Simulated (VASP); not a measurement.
Here is a VASP 6.6.1 calculation.

The input INCAR:

```
PREC = Accurate
ENCUT = 520
EDIFF = 1E-7
ISMEAR = 0
SIGMA = 0.1
LREAL = False
LASPH = True
NELM = 100
ALGO = Normal
ISIF = 2
LWAVE = False
LCHARG = False
GGA = PE
NBANDS = 30
```

The input KPOINTS:

```
regular mesh
0
Gamma
  6 6 4
```

Contents of POSCAR:

```
ZnTe2O3
1.0
    5.9182492243     -0.0000000032      0.0000000000
   -2.9591246094      5.1253541758      0.0000000000
    0.0000000000      0.0000000000      3.2870488413
Zn Te O
1 2 3
Direct
    0.0000000000      0.0000000000      0.0000000000
    0.3333333333      0.6666666667      0.0000000000
    0.6666666667      0.3333333333      0.0000000000
    0.5000000000      0.0000000000      0.5000000000
    0.5000000000      0.5000000000      0.5000000000
    0.0000000000      0.5000000000      0.5000000000
```

Potentials or basis: VASP PAW PBE potentials, release 64 (Zn, Te, O).

Run with:

```sh
$ cat potpaw_PBE.64/Zn/POTCAR potpaw_PBE.64/Te/POTCAR potpaw_PBE.64/O/POTCAR > POTCAR
$ mpirun -np 1 vasp_std > vasp.out
```

Problem. What does it give for the band gap on the k mesh?

Solution. Zero (bands 21 and 22 overlap by 1.84 eV).

Problem. Predict the pressure.

Solution. -0.5 GPa.

Stress tensor (GPa, compression positive):
```
-0.33  0.00  0.00
 0.00 -0.33  0.00
 0.00  0.00 -0.78
```

Caveat: the k points lie up to 0.48 Å⁻¹ apart, too coarse for converged energies and pressures of a metal; spin-orbit coupling is left out, which moves the levels of the heavy elements.
